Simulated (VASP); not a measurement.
# RbBr (P4mm) in VASP: notebook

The runs below take RbBr through single point, with PBE.

All numbers are computed with VASP 6.6.1; they aren't measurements. Logs are shortened: lines on timing, memory, paths and dates and some standing lists are left out, and cuts for length are marked.

### Step 1. The cell of the first run

Symmetry: P4mm, No. 99, tetragonal system. The conventional cell has a = 4.126 Å, b = 4.126 Å, c = 4.126 Å, α = 90.00°, β = 90.00°, γ = 90.00°. Rb (site symmetry 4mm) has 8 Br at 3.43 to 3.73 Å and 6 Rb at 4.13 Å within 4.5 Å. Within 4.5 Å of Br (site symmetry 4mm) lie 8 Rb at 3.43 to 3.73 Å and 6 Br at 4.13 Å.

### Step 2. Single point, PBE (all Rb atoms moved +0.263 Å, as atom 1 along Cartesian [0 1 0])

Contents of INCAR:

```
ALGO = Normal
EDIFF = 1E-6
ENCUT = 520
GGA = PE
ISIF = 2
ISMEAR = 0
LASPH = True
LCHARG = False
LREAL = False
LWAVE = False
NBANDS = 15
NELM = 100
PREC = Accurate
SIGMA = 0.05
```

Contents of KPOINTS:

```
k-points
0
Gamma
  6 6 6
```

Contents of POSCAR:

```
RbBr
1.0
    4.1260773000      0.0000000000      0.0000000000
    0.0000000000      4.1260773000      0.0000000000
    0.0000000000      0.0000000000      4.1260773000
Rb Br
1 1
Direct
    0.0000000000      0.0636197485      0.0000000000
    0.5000000000      0.5000000000      0.5000000000
```

Potentials or basis: VASP PAW PBE potentials, release 64 (Rb_sv, Br).

On the command line:

```bash
$ cat potpaw_PBE.64/Rb_sv/POTCAR potpaw_PBE.64/Br/POTCAR > POTCAR
$ mpirun -np 1 vasp_std > vasp.out
```

OUTCAR:

```text
EDIFF = 1E-6
   ENCUT = 520
   GGA = PE
   ISIF = 2
   ISMEAR = 0
   LASPH = True
   LREAL = False
   NELM = 100
   PREC = Accurate

 ion  position               nearest neighbor table
   1  0.000  0.064  0.000-   2 3.43   2 3.43   2 3.43   2 3.43   2 3.73   2 3.73   2 3.73   2 3.73

   2  0.500  0.500  0.500-   1 3.43   1 3.43   1 3.43   1 3.43   1 3.73   1 3.73   1 3.73   1 3.73

  LATTYP: Found a simple cubic cell.
 ALAT       =     4.1260773000

  Lattice vectors:

 A1 = (   4.1260773000,   0.0000000000,   0.0000000000)
 A2 = (   0.0000000000,   4.1260773000,   0.0000000000)
 A3 = (   0.0000000000,   0.0000000000,   4.1260773000)

Analysis of symmetry for initial positions (statically):
=====================================================================
 Subroutine PRICEL returns:
 Original cell was already a primitive cell.

 Routine SETGRP: Setting up the symmetry group for a
 simple cubic supercell.

 Subroutine GETGRP returns: Found  8 space group operations
 (whereof  8 operations were pure point group operations)
 out of a pool of 48 trial point group operations.

The static configuration has the point symmetry C_4v.

Analysis of symmetry for dynamics (positions and initial velocities):
=====================================================================
 Subroutine PRICEL returns:
 Original cell was already a primitive cell.

 Routine SETGRP: Setting up the symmetry group for a
 simple cubic supercell.

 Subroutine GETGRP returns: Found  8 space group operations
 (whereof  8 operations were pure point group operations)
 out of a pool of 48 trial point group operations.

The dynamic configuration has the point symmetry C_4v.

 Subroutine INISYM returns: Found  8 space group operations
 (whereof  8 operations are pure point group operations),
 and found     1 'primitive' translations

----------------------------------------------------------------------------------------

                                     Primitive cell

  volume of cell :      70.2445

  direct lattice vectors                    reciprocal lattice vectors
     4.126077300  0.000000000  0.000000000     0.242360947  0.000000000  0.000000000
     0.000000000  4.126077300  0.000000000     0.000000000  0.242360947  0.000000000
     0.000000000  0.000000000  4.126077300     0.000000000  0.000000000  0.242360947

  length of vectors
     4.126077300  4.126077300  4.126077300     0.242360947  0.242360947  0.242360947

  position of ions in fractional coordinates (direct lattice)
     0.000000000  0.063619749  0.000000000
     0.500000000  0.500000000  0.500000000

  ion indices of the primitive-cell ions
   primitive index   ion index
                 1           1
                 2           2

----------------------------------------------------------------------------------------

 KPOINTS: k-points

Automatic generation of k-mesh.
 Grid dimensions read from file:
 generate k-points for:    6    6    6

 Generating k-lattice:

  Cartesian coordinates                     Fractional coordinates (reciprocal lattice)
     0.040393491  0.000000000  0.000000000     0.166666667  0.000000000  0.000000000
     0.000000000  0.040393491  0.000000000     0.000000000  0.166666667  0.000000000
     0.000000000  0.000000000  0.040393491     0.000000000  0.000000000  0.166666667

  Length of vectors
     0.040393491  0.040393491  0.040393491

  Shift w.r.t. Gamma in fractional coordinates (k-lattice)
     0.000000000  0.000000000  0.000000000

 Subroutine IBZKPT returns following result:
 ===========================================

 Found     40 irreducible k-points:

 Following reciprocal coordinates:
            Coordinates               Weight
  0.000000  0.000000  0.000000      1.000000
  0.166667  0.000000  0.000000      4.000000
  0.000000  0.166667  0.000000      2.000000
  0.333333  0.000000  0.000000      4.000000
  0.000000  0.333333  0.000000      2.000000
  0.500000  0.000000  0.000000      2.000000
[... 16 lines left out ...]
  0.166667  0.166667  0.166667      8.000000
  0.333333  0.166667  0.166667     16.000000
 [... further k-points ...]
   k-points           NKPTS =     40   k-points in BZ     NKDIM =     40   number of bands    NBANDS=     15
   number of dos      NEDOS =    301   number of ions     NIONS =      2
   total plane-waves  NPLWV =  32768
   dimension x,y,z NGX =    32 NGY =   32 NGZ =   32
   dimension x,y,z NGXF=    64 NGYF=   64 NGZF=   64
   ions per type =               1   1
   NGX,Y,Z   is equivalent  to a cutoff of  12.89, 12.89, 12.89 a.u.
   NGXF,Y,Z  is equivalent  to a cutoff of  25.79, 25.79, 25.79 a.u.
 SYSTEM =  unknown system
   PREC   = accura    normal or accurate (medium, high low for compatibility)
   ISTART =      0    job   : 0-new  1-cont  2-samecut
   ICHARG =      2    charge: 1-file 2-atom 10-const
   ISPIN  =      1    spin polarized calculation?
   LNONCOLLINEAR =      F non collinear calculations
   LSORBIT =      F    spin-orbit coupling
   LASPH  =      T    aspherical Exc in radial PAW
   ENCUT  =  520.0 eV  38.22 Ry    6.18 a.u.   7.67  7.67  7.67*2*pi/ulx,y,z
   NELM   =    100;   NELMIN=  2; NELMDL= -5     # of ELM steps
   EDIFF  = 0.1E-05   stopping-criterion for ELM
   LREAL  =      F    real-space projection
   EDIFFG = 0.1E-04   stopping-criterion for IOM
   NSW    =      0    number of steps for IOM
   IBRION =     -1    ionic relax: 0-MD 1-quasi-New 2-CG
   NFREE  =      0    steps in history (QN), initial steepest desc. (CG)
   ISIF   =      2    stress and relaxation
   ISYM   =      2    0-nonsym 1-usesym 2-fastsym
   POTIM  = 0.5000    time-step for ionic-motion
   TEBEG  =    0.0;   TEEND  =   0.0 temperature during run
   PSTRESS=    0.0 pullay stress
   NELECT =      16.0000    total number of electrons
   NUPDOWN=      -1.0000    fix difference up-down
   EMIN   =  10.00;   EMAX   =-10.00  energy-range for DOS
   EFERMI =   0.00;   METHOD = LEGACY
   ISMEAR =     0;   SIGMA  =   0.05  broadening in eV -4-tet -1-fermi 0-gaus
   EFERMI_NEDOS =   21; number of points for ismear=-14 and -15
   IALGO  =     38    algorithm
   IMIX   =      4    mixing-type and parameters
     AMIX     =   0.40;   BMIX     =  1.00
     AMIX_MAG =   1.60;   BMIX_MAG =  1.00
  volume/ion in A,a.u.               =      35.12       237.02
  Fermi-wavevector in a.u.,A,eV,Ry     =   0.999795  1.889338 13.600238  0.999589
  Thomas-Fermi vector in A             =   2.132108
   LORBIT       =      0    0 simple, 1 ext, 2 COOP (PROOUT), +10 PAW based schemes
   GGA     = PE    functional components
   LHFCALC =     F    Hartree Fock is set to
   AEXX    =    0.0000 exact exchange contribution
   IVDW    =     0    specifies the selected vdW correction
   LEPSILON=     F    determine dielectric tensor
   LRPA    =     F    only Hartree local field effects (RPA)
 non-spin polarized calculation
 Gauss-broadening in eV      SIGMA  =   0.05
  energy-cutoff  :      520.00
  volume of cell :       70.24
 maximum number of plane-waves:      1924
 NGX is ok and might be reduce to    32
   NGX = 15   NGY = 15   NGZ = 15

 number of electron      16.0000002 magnetization

 Free energy of the ion-electron system (eV)
  ---------------------------------------------------
  ext. energy  EPLUGINS =         0.00000000
  ---------------------------------------------------
  free energy    TOTEN  =        -5.96714739 eV

  energy without entropy =       -5.96714739  energy(sigma->0) =       -5.96714739

 E-fermi :  -0.4700     XC(G=0):  -7.9172

 val. band max:       -0.6812637468   @ k =   0.5000   0.0000   0.5000
 cond. band min:       3.4177304507   @ k =   0.0000   0.0000   0.0000
 fundamental gap:      4.0989941974
 Fermi energy:        -0.4700171206

 k-point     1 :       0.0000    0.0000    0.0000
  band No.  band energies     occupation
      1     -25.7478      2.00000
      2     -13.3000      2.00000
      3      -9.7351      2.00000
      4      -9.7351      2.00000
      5      -9.7297      2.00000
      6      -0.8554      2.00000
      7      -0.8330      2.00000
      8      -0.8330      2.00000
      9       3.4177      0.00000
     10       4.8942      0.00000
     11       5.0628      0.00000
     12       9.2168      0.00000
     13       9.3364      0.00000
     14       9.3364      0.00000
     15      11.4838      0.00000

 k-point     2 :       0.1667    0.0000    0.0000
  band No.  band energies     occupation
      1     -25.7426      2.00000
      2     -13.2996      2.00000
      3      -9.7744      2.00000
      4      -9.7227      2.00000
      5      -9.7150      2.00000
      6      -1.3267      2.00000
      7      -0.8561      2.00000
      8      -0.8557      2.00000
      9       4.0678      0.00000
     10       5.1949      0.00000
     11       5.5151      0.00000
     12       9.0783      0.00000
     13       9.1843      0.00000
     14       9.5034      0.00000
     15      10.4374      0.00000

 k-point     3 :       0.0000    0.1667    0.0000
  band No.  band energies     occupation
      1     -25.7427      2.00000
      2     -13.2971      2.00000
      3      -9.7692      2.00000
      4      -9.7235      2.00000
      5      -9.7235      2.00000
      6      -1.3370      2.00000
      7      -0.8492      2.00000
      8      -0.8492      2.00000
      9       4.0623      0.00000
     10       5.0980      0.00000
     11       5.6548      0.00000
     12       9.1709      0.00000
     13       9.1709      0.00000
     14       9.3636      0.00000
     15      10.7862      0.00000
[... 343 lines left out ...]
 k-point    23 :       0.1667    0.1667    0.1667
  band No.  band energies     occupation
      1     -25.7326      2.00000
      2     -13.2691      2.00000
      3      -9.8020      2.00000
      4      -9.8013      2.00000
      5      -9.7069      2.00000
      6      -1.4127      2.00000
      7      -1.1438      2.00000
      8      -1.1437      2.00000
      9       5.0084      0.00000
     10       5.9956      0.00000
     11       6.0618      0.00000
     12       8.2983      0.00000
     13       8.4194      0.00000
     14       9.1308      0.00000
     15      11.3363      0.00000

 k-point    24 :       0.3333    0.1667    0.1667
  band No.  band energies     occupation
      1     -25.7226      2.00000
      2     -13.2346      2.00000
      3      -9.8905      2.00000
      4      -9.7738      2.00000
      5      -9.7513      2.00000
      6      -1.8697      2.00000
      7      -1.2083      2.00000
      8      -1.0890      2.00000
      9       5.7542      0.00000
     10       6.2985      0.00000
     11       6.8405      0.00000
     12       8.0453      0.00000
     13       8.2699      0.00000
     14       8.4949      0.00000
     15      10.7777      0.00000

 [... further k-points ...]
[... 5 lines left out ...]
  --------------------------------------------------------------------------------------
  -------------------------------------------------------------------------------------
  Total        0.5420967      0.4676511      0.5420967     -0.0000000      0.0000000      0.0000000
  in kB       12.3644639     10.6664641     12.3644639     -0.0000000      0.0000000      0.0000000
  external PRESSURE =      11.7984640 kB  Pullay stress =       0.0000000 kB

 VOLUME and BASIS-vectors are now :
 -----------------------------------------------------------------------------
  energy-cutoff  :      520.00
  volume of cell :       70.24
      direct lattice vectors                 reciprocal lattice vectors
     4.126077300  0.000000000  0.000000000     0.242360947  0.000000000  0.000000000
     0.000000000  4.126077300  0.000000000     0.000000000  0.242360947  0.000000000
     0.000000000  0.000000000  4.126077300     0.000000000  0.000000000  0.242360947

 POSITION                                       TOTAL-FORCE (eV/Angst)
 -----------------------------------------------------------------------------------
      0.00000      0.26250      0.00000         0.000000     -0.219817      0.000000
      2.06304      2.06304      2.06304         0.000000      0.219817     -0.000000
 -----------------------------------------------------------------------------------
    total drift:                                0.000000     -0.000081      0.000000

  FREE ENERGIE OF THE ION-ELECTRON SYSTEM (eV)
  ---------------------------------------------------
  free  energy   TOTEN  =        -5.9671473932 eV

  energy  without entropy=       -5.9671473932  energy(sigma->0) =       -5.96714739
```

Run time: 24 s. Hardware: 1 thread of Intel Xeon Platinum 8488C (Sapphire Rapids), shared host; peak memory 0.19 GiB.

What came out:

* Free energy: -5.9671 eV
* Pressure: 1.2 GPa
* Largest force: 0.220 eV/Å
* Band gap on the k mesh: 4.10 eV, indirect (least direct gap 4.25 eV)

Forces on the atoms (eV/Å):
```
Rb   0.000 -0.220  0.000
Br   0.000  0.220  0.000
```

Stress tensor (GPa, compression positive):
```
1.24 0.00 0.00
0.00 1.07 0.00
0.00 0.00 1.24
```

Levels at points of the mesh, in eV from the valence-band top:
```tsv
k point	band 4	band 5	band 6	band 7	band 8	band 9	band 10	band 11	band 12	band 13
(0.00, 0.00, 0.00)	-9.05	-9.05	-0.17	-0.15	-0.15	4.10	5.58	5.74	9.90	10.02
(0.50, 0.00, 0.00)	-9.01	-9.00	-1.70	-0.25	-0.19	6.83	7.05	7.61	8.42	9.90
(0.00, 0.50, 0.00)	-9.01	-9.01	-1.70	-0.22	-0.22	6.81	7.14	7.71	8.86	9.74
(0.50, 0.50, 0.00)	-9.34	-8.97	-1.05	-1.04	-0.02	5.35	6.24	8.00	8.05	10.69
(0.50, 0.00, 0.50)	-9.37	-8.98	-1.04	-1.04	0.00	5.36	6.34	8.02	8.02	10.95
(0.50, 0.50, 0.50)	-9.28	-9.28	-1.32	-1.31	-1.31	8.00	8.00	8.29	9.46	9.72
```

Caveat: the cell differs from its parent crystal (all Rb atoms moved +0.263 Å, as atom 1 along Cartesian [0 1 0]). A k mesh can miss the band edges.

[end of part 1 of 2]
